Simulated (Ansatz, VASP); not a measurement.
Mg3Sn3N in VASP and in Ansatz

```
Mg Sn N
1.0
     3.31523    0.00000    0.00000
    -1.65762    2.87108    0.00000
     0.00000    0.00000   15.39197
Mg Sn N
3 3 1
Cartesian
  1.6576 0.9570 6.2871
  0.0000 1.9141 1.0660
  1.6576 0.9570 14.4007
  0.0000 0.0000 8.8755
  0.0000 0.0000 3.7969
  0.0000 1.9141 11.7020
  0.0000 0.0000 0.0476
```

Alike in both runs: functional PBE; k mesh 12 × 12 × 2; occupations gaussian, width 0.1 eV; no spin polarisation.

Ansatz relaxed the structure, and its values are those at the end. VASP's run is a single point on that final structure, the one shown.

```csv
,VASP,Ansatz
version,VASP 6.6.1,Ansatz 0.2.0
potentials or method,"VASP PAW PBE potentials, release 64 (Mg, Sn_d, N), cutoff 520 eV","scalar-relativistic, plane waves, PAW"
valence electrons in the cell,53,77
```

VASP gave:

- gap on the k mesh at the Fermi level (eV): none
- pressure (GPa): -0.2
- rms of the force components (eV/Å): 0.011

Task: Which values does Ansatz return?

Result: gap on the k mesh at the Fermi level (eV): none; pressure (GPa): 0.0; rms of the force components (eV/Å): 0.001.

A gap of «none» marks a metal or a gap that the smearing closes. VASP's potentials hold 53 valence electrons a cell and Ansatz's 77, so a difference there can come from the potentials and not from the codes.
